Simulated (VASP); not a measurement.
Runs of VASP 6.6.1 on ScNbN. The structure is that of space group P-3m1 (No. 164), or close to it. The cells are those of the table. 

```csv
cell,gap on the mesh (eV),pressure (GPa),largest force (eV/Å)
"a = 3.152, b = 3.152, c = 10.493 Å, angles 90.0, 90.0, 120.0°, 6 atoms",none,-8.4,0.46
"a = 3.090, b = 3.090, c = 10.288 Å, angles 90.0, 90.0, 120.0°, 6 atoms",none,1.7,0.25
"a = 3.172, b = 3.172, c = 10.560 Å, angles 90.0, 90.0, 120.0°, 6 atoms",none,-11.1,0.59
"a = 3.132, b = 3.132, c = 10.426 Å, angles 90.0, 90.0, 120.0°, 6 atoms",none,-5.4,0.31
"a = 3.047, b = 3.047, c = 10.146 Å, angles 90.0, 90.0, 120.0°, 6 atoms",none,10.4,(a)
"a = 3.111, b = 3.111, c = 10.357 Å, angles 90.0, 90.0, 120.0°, 6 atoms",none,-2.0,(b)
"a = 3.069, b = 3.069, c = 10.217 Å, angles 90.0, 90.0, 120.0°, 6 atoms",none,5.8,0.22
```

Alike in all rows: task single point; level PBE; potentials or basis VASP PAW PBE potentials, release 64 (Nb_sv, Sc_sv, N); no spin polarisation; k mesh 10 × 10 × 3; cutoff (eV) 520; smearing fermi-dirac 0.05 eV.

Problem. Estimate the missing entries.

Solution. (a) 0.42; (b) 0.28.

A k mesh can miss the band edges, and the runs leave out spin-orbit coupling on Nb.

A gap of «none» marks levels without a gap at the run's occupations.
